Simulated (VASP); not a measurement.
## KNaICl: single point with LDA

Crystal: KNaICl.

```
K Na I Cl
1.0
     4.24138    0.00000    0.00000
     0.00000    4.87476    0.00000
     0.00000    0.00000    5.78449
K Na I Cl
1 1 1 1
Cartesian
  2.1207 2.4374 2.8922
  0.0000 0.0000 0.0000
  2.1207 2.4374 0.0000
  0.0000 0.0000 2.8922
```

This cell differs from its parent crystal: strain +e along x and -e along y -0.0733, strain +e along z and -e/2 along x and y -0.1100.

* Program: VASP 6.6.1
* Task: single point
* Functional: LDA
* Potentials or basis: VASP PAW LDA potentials, release 64 (K_sv, Na_pv, I, Cl)
* Cutoff: 520 eV
* k mesh: 6 × 6 × 4
* Occupations: gaussian, width 0.05 eV
* Spin: no spin polarisation
* Dipole correction: no
* Further INCAR settings: ALGO = Normal; EDIFF = 1e-06; NBANDS = 23

The pressure is 1.7 GPa and the band gap on the k mesh is 3.50 eV, direct.

Stress tensor (GPa, compression positive):
```
-0.77  0.00  0.00
 0.00 -2.74  0.00
 0.00  0.00  8.68
```

Levels at points of the mesh, in eV from the valence-band top:
| k point | band 11 | band 12 | band 13 | band 14 | band 15 | band 16 | band 17 | band 18 | band 19 | band 20 |
| --- | --- | --- | --- | --- | --- | --- | --- | --- | --- | --- |
| (0.00, 0.00, 0.00) | -1.39 | -0.92 | -0.57 | -0.07 | 0.00 | 3.50 | 5.00 | 6.34 | 6.48 | 7.56 |
| (0.50, 0.00, 0.00) | -1.73 | -1.49 | -1.35 | -0.62 | -0.18 | 5.67 | 5.85 | 7.05 | 7.33 | 7.41 |
| (0.00, 0.50, 0.00) | -1.67 | -1.59 | -0.99 | -0.35 | -0.04 | 5.82 | 6.22 | 6.75 | 7.80 | 7.99 |
| (0.50, 0.50, 0.00) | -1.89 | -1.41 | -0.92 | -0.82 | -0.05 | 4.47 | 5.07 | 5.37 | 7.56 | 8.86 |
| (0.00, 0.00, 0.50) | -1.52 | -1.17 | -0.95 | -0.86 | -0.19 | 4.83 | 5.48 | 6.09 | 6.32 | 8.62 |
| (0.50, 0.00, 0.50) | -2.01 | -1.34 | -0.92 | -0.88 | -0.71 | 5.15 | 5.47 | 6.81 | 8.37 | 8.56 |
| (0.00, 0.50, 0.50) | -2.11 | -0.98 | -0.87 | -0.75 | -0.14 | 5.50 | 5.70 | 7.26 | 8.24 | 8.27 |
| (0.50, 0.50, 0.50) | -1.60 | -1.49 | -1.46 | -1.33 | -1.16 | 5.59 | 6.84 | 7.47 | 7.65 | 7.75 |

It took 82 s on 1 thread of Intel(R) Xeon(R) Platinum 8488C (Sapphire Rapids) (shared host), peak memory 0.27 GiB.

Caveat: the cell differs from its parent crystal (strain +e along x and -e along y -0.0733, strain +e along z and -e/2 along x and y -0.1100); spin-orbit coupling is left out, which moves the levels of the heavy elements.
